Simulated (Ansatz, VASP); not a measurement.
# GaSb2: VASP beside Ansatz

The input INCAR:

```
ALGO = Normal
EDIFF = 1E-6
ENCUT = 520
GGA = PE
ISIF = 2
ISMEAR = 0
LASPH = T
LCHARG = F
LREAL = F
LWAVE = F
NBANDS = 18
NELM = 80
PREC = Accurate
SIGMA = 0.1
```

The input KPOINTS:

```
k-points
0
Gamma
  6 6 4
```

Contents of POSCAR:

```
GaSb2
1.0
    3.8300470100      0.0000000000      0.0000000000
   -1.9150235000      3.3169180100      0.0000000000
    0.0000000000      0.0000000000      6.1462552600
Ga Sb
1 2
Direct
    0.0000000000      0.0000000000      0.5000000000
    0.3333333300      0.6666666700      0.2521245200
    0.6666666700      0.3333333300      0.7478754800
```

Input for Ansatz:

```yaml
crystal:
  lattice:
    - [3.83004701, 0.0, 0.0]
    - [-1.9150235, 3.31691801, 0.0]
    - [0.0, 0.0, 6.14625526]
  atoms:
    - { symbol: Ga, position: [0.0, 0.0, 0.5] }
    - { symbol: Sb, position: [0.33333333, 0.66666667, 0.25212452] }
    - { symbol: Sb, position: [0.66666667, 0.33333333, 0.74787548] }
basis:
  ecutwfc: 420
kpoints:
  mp_grid: { grid: [6, 6, 4] }
hamiltonian:
  xc: pbe
scf:
  occupations: { method: gaussian, width: 0.1 }
  lower_state_search: "off"
output:
  forces: true
  stress: true
  eigenvalues: true
```

Change from the starting cell: species swapped into the CrTe2 type (P-3m1, No. 164).

Alike in both runs: task single point; functional PBE; k mesh 6 × 6 × 4; occupations gaussian, width 0.1 eV; no spin polarisation.

|  | VASP | Ansatz |
| --- | --- | --- |
| version | VASP 6.6.1 | Ansatz 0.2.0 |
| potentials or method | VASP PAW PBE potentials, release 64 (Ga_d, Sb), cutoff 520 eV | scalar-relativistic, plane waves, PAW |
| valence electrons in the cell | 23 | 43 |

```tsv
	VASP	Ansatz	Ansatz less VASP
gap on the k mesh at the Fermi level (eV)	none	none	-
pressure (GPa)	6.1	6.0	-0.06
traceless stress, the component that is largest in VASP (GPa)	-4.83	-4.79	+0.032
rms of the force components (eV/Å)	0.578	0.569	-0.0090
```

Atom by atom the forces differ by 0.009 eV/Å (rms over components). A gap of «none» marks a metal or a gap that the smearing closes. VASP's potentials hold 23 valence electrons a cell and Ansatz's 43, so a difference there can come from the potentials and not from the codes.

Spin-orbit coupling is off throughout.
